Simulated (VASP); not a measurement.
Write the native input for VASP 6.6.1 that does the following.

```
Task                   : single point
Functional             : PBEsol
Potentials or basis    : VASP PAW PBE potentials, release 64 (Ta_pv, N)
Cutoff                 : 520 eV
k mesh                 : 18 × 18 × 18
Occupations            : gaussian, width 0.15 eV
Spin                   : no spin polarisation
Dipole correction      : no
Further INCAR settings : ALGO = Normal; EDIFF = 1e-06; NBANDS = 15
```

The structure of TaN lies in POSCAR:

```
TaN
1.0
    0.0000000000      2.1790000000      2.1790000000
    2.1790000000      0.0000000000      2.1790000000
    2.1790000000      2.1790000000      0.0000000000
Ta N
1 1
Direct
    0.5028682882      0.5028682882      0.4971317118
    0.0000000000      0.0000000000      0.0000000000
```

This cell differs from its parent crystal: all Ta atoms moved +0.013 Å, as atom 1 along Cartesian [0 0 1].

The input as run:

INCAR

```
  PREC = Accurate
  ENCUT = 520
  EDIFF = 1E-6
  ISMEAR = 0
  SIGMA = 0.15
  LREAL = False
  LASPH = True
  NELM = 100
  ALGO = Normal
  ISIF = 2
  LWAVE = False
  LCHARG = False
  GGA = PS
  NBANDS = 15
```

KPOINTS

```
regular mesh
0
Gamma
  18 18 18
```

Potentials or basis: VASP PAW PBE potentials, release 64 (Ta_pv, N).

Launch:

```bash
$ cat potpaw_PBE.64/Ta_pv/POTCAR potpaw_PBE.64/N/POTCAR > POTCAR
$ mpirun -np 1 vasp_std > vasp.out
```

Results of the run:

```
Pressure               : 5.5 GPa
Largest force          : 0.109 eV/Å
Band gap on the k mesh : zero (band 8 reaches 11.68 eV, above the bottom of band 9 at 7.49 eV)
```

Caveat: the cell differs from its parent crystal (all Ta atoms moved +0.013 Å, as atom 1 along Cartesian [0 0 1]); the PAW data sets were made with another functional, which shifts forces and pressure a little; spin-orbit coupling is left out, which moves the levels of the heavy elements.

Run time: 2.2 min on 1 thread of Intel Xeon 8259CL (shared host), peak memory 0.27 GiB.
